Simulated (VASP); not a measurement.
Input of a VASP 6.6.1 run:

POSCAR

```
CuO
1.0
    2.8363251100      0.0000000000      0.0000000000
   -1.4181625500      2.4563296000      0.0000000000
    0.0000000000      0.0000000000      2.7681127800
Cu O
1 1
Direct
    0.0000000000      0.0000000000      0.0000000000
    0.6666666667      0.3333333333      0.5000000000
```

Contents of INCAR.step1:

```
SYSTEM = CuO
  ALGO = Normal
  EDIFF = 1E-5
  EDIFFG = -0.005
  ENCUT = 770
  GGA = PE
  GGA_COMPAT = .FALSE.
  IBRION = 2
  ISIF = 3
  ISMEAR = -1
  LASPH = .TRUE.
  LCHARG = .FALSE.
  LDAU = .TRUE.
  LDAUJ = 0 0
  LDAUL = 2 -1
  LDAUTYPE = 2
  LDAUU = 5.3 0
  LMAXMIX = 4
  LREAL = .FALSE.
  LWAVE = .TRUE.
  NELM = 200
  NELMIN = 4
  NSW = 100
  PREC = Accurate
  SIGMA = 0.05
```

INCAR.step2

```
SYSTEM = CuO
  ALGO = Normal
  EDIFF = 1E-7
  EDIFFG = -0.01
  ENCUT = 770
  GGA_COMPAT = .FALSE.
  IBRION = 2
  ISIF = 3
  ISMEAR = -1
  ISTART = 1
  LASPH = .TRUE.
  LCHARG = .FALSE.
  LDAU = .TRUE.
  LDAUJ = 0 0
  LDAUL = 2 -1
  LDAUPRINT = 1
  LDAUTYPE = 2
  LDAUU = 5.3 0
  LMAXMIX = 4
  LMIXTAU = .TRUE.
  LREAL = .FALSE.
  LWAVE = .FALSE.
  METAGGA = R2SCAN
  NELM = 200
  NELMIN = 4
  NSW = 60
  PREC = Accurate
  SIGMA = 0.05
```

File KPOINTS:

```
k-points
0
G
  11 11 10
  0 0 0
```

Potentials or basis: VASP PAW PBE potentials, release 64 (Cu_sv_GW, O).

The run is started by

```sh
$ cat potpaw_PBE.64/Cu_sv_GW/POTCAR potpaw_PBE.64/O/POTCAR > POTCAR
$ cp INCAR.step1 INCAR
$ mpirun -np 1 vasp_std > vasp.out
$ cp INCAR.step2 INCAR
$ mpirun -np 1 vasp_std > vasp.out
```

Estimate the space group after relaxing (to 0.1 Å).

P-6m2 (No. 187).

Predict the relaxed volume.

9.15 Å³/atom.

Predict the band gap on the k mesh.

zero (an odd number of electrons rules out a gap without spin polarisation).

Predict the relaxed cell.

a = 2.832 Å, b = 2.832 Å, c = 2.635 Å, α = 90.00°, β = 90.00°, γ = 120.00°.

Eigenvalues of the final occupation matrices:
| site | spin | trace | eigenvalues |
| --- | --- | --- | --- |
| site 1 d | 1 | 4.53 | 0.85 0.85 0.94 0.94 0.95 |
| site 1 d | 2 | 4.53 | 0.85 0.85 0.94 0.94 0.95 |

Caveat: the PAW data sets were made with another functional, which shifts forces and pressure a little; an odd number of electrons without spin polarisation forces a metal; a magnetic or distorted state may lie lower; U without spin polarisation on a metal has little footing.
